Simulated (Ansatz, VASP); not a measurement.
**Pd: VASP beside Ansatz**

```
Pd
1.0
    -1.54319    1.54319    1.54319
     1.54319   -1.54319    1.54319
     1.54319    1.54319   -1.54319
Pd
1
Direct
  0.00000 0.00000 0.00000
```

Alike in both runs: task relaxation of cell and atoms; functional PBE; dispersion D3(BJ); k mesh 18 × 18 × 18; occupations gaussian, width 0.1 eV; no spin polarisation.

|  | VASP | Ansatz |
| --- | --- | --- |
| version | VASP 6.6.1 | Ansatz 0.2.0 |
| potentials or method | VASP PAW PBE potentials, release 64 (Pd), cutoff 500 eV | scalar-relativistic, plane waves, PAW |
| valence electrons in the cell | 10 | 18 |

Ansatz gave:

* gap on the k mesh at the Fermi level, each at its own relaxed structure (eV): none
* relaxed volume (Å³/atom): 14.82
* relaxed cell length with the largest relative difference (Å): 2.680

What did VASP give for the same quantities?

gap on the k mesh at the Fermi level, each at its own relaxed structure (eV): none; relaxed volume (Å³/atom): 14.80; relaxed cell length with the largest relative difference (Å): 2.679.

A gap of «none» marks a metal or a gap that the smearing closes. VASP's potentials hold 10 valence electrons a cell and Ansatz's 18, so a difference there can come from the potentials and not from the codes.
